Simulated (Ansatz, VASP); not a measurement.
Two plane-wave programs on CoO

INCAR

```
  PREC = Accurate
  ENCUT = 520
  EDIFF = 1E-6
  ISMEAR = -1
  SIGMA = 0.05
  LREAL = F
  LASPH = T
  NELM = 150
  ALGO = Normal
  ISIF = 2
  LWAVE = F
  LCHARG = F
  ISPIN = 2
  MAGMOM = 2 2 0 0
  LORBIT = 11
  LMAXMIX = 4
  GGA = PS
  NBANDS = 27
```

The input KPOINTS:

```
regular mesh
0
Gamma
  10 10 5
```

The input POSCAR:

```
CoO
1.0
    3.1323693509      0.0000000000      0.0000000000
   -1.5661846755      2.7127114320      0.0000000000
    0.0000000000      0.0000000000      5.1219713984
Co O
2 2
Direct
    0.3333333333      0.6666666667      0.5033624100
    0.0000000000      0.0000000000      0.0034741400
    0.3333333333      0.6666666667      0.8715556000
    0.0000000000      0.0000000000      0.3716088500
```

The input input.yaml:

```yaml
crystal:
  lattice:
    - [3.1323693509, 0.0, 0.0]
    - [-1.5661846755, 2.712711432, 0.0]
    - [0.0, 0.0, 5.1219713984]
  atoms:
    - { symbol: Co, position: [0.3333333333, 0.6666666667, 0.50336241], spin: 2.0 }
    - { symbol: Co, position: [0.0, 0.0, 0.00347414], spin: 2.0 }
    - { symbol: O, position: [0.3333333333, 0.6666666667, 0.8715556] }
    - { symbol: O, position: [0.0, 0.0, 0.37160885] }
hamiltonian:
  xc: pbesol
  pseudopotentials: { kind: paw }
magnetization:
  spin_polarized: true
kpoints:
  mp_grid: { grid: [10, 10, 5] }
scf:
  occupations: { method: fermi_dirac, width: 0.05 }
output:
  forces: true
  stress: true
  eigenvalues: true
  write_density: true
  write_potential: true
  elf: true
  volumetric_format: npy
```

Alike in both runs: task single point; functional PBEsol; k mesh 10 × 10 × 5; occupations fermi-dirac, width 0.05 eV; collinear spin.

|  | VASP | Ansatz |
| --- | --- | --- |
| version | VASP 6.6.1 | Ansatz 0.2.0 |
| potentials or method | VASP PAW PBE potentials, release 64 (Co, O) | Ansatz PAW |
| plane-wave cutoff (eV) | 520 | 420 |
| valence electrons in the cell | 30 | 46 |

Ansatz gave:

* gap on the k mesh at the Fermi level (eV): none
* pressure (GPa): -2.8
* traceless stress, the component that is largest in VASP (GPa): 2.77
* rms of the force components (eV/Å): 0.013
* net moment per atom (μB): 0.00
* size of the moment on the site where the two differ most (μB): 1.94

Problem. Estimate VASP's values.

Solution. gap on the k mesh at the Fermi level (eV): none; pressure (GPa): -0.7; traceless stress, the component that is largest in VASP (GPa): 4.43; rms of the force components (eV/Å): 0.198; net moment per atom (μB): 1.32; size of the moment on the site where the two differ most (μB): 2.28.

The net moments are unlike, so the other rows may belong to different states. VASP's potentials were made for PBE, not for PBEsol. Site moments also hang on the region over which each program counts them. Atom by atom the forces differ by 0.211 eV/Å (rms over components). A gap of «none» marks a metal or a gap that the smearing closes. VASP's potentials hold 30 valence electrons a cell and Ansatz's 46, so a difference there can come from the potentials and not from the codes.
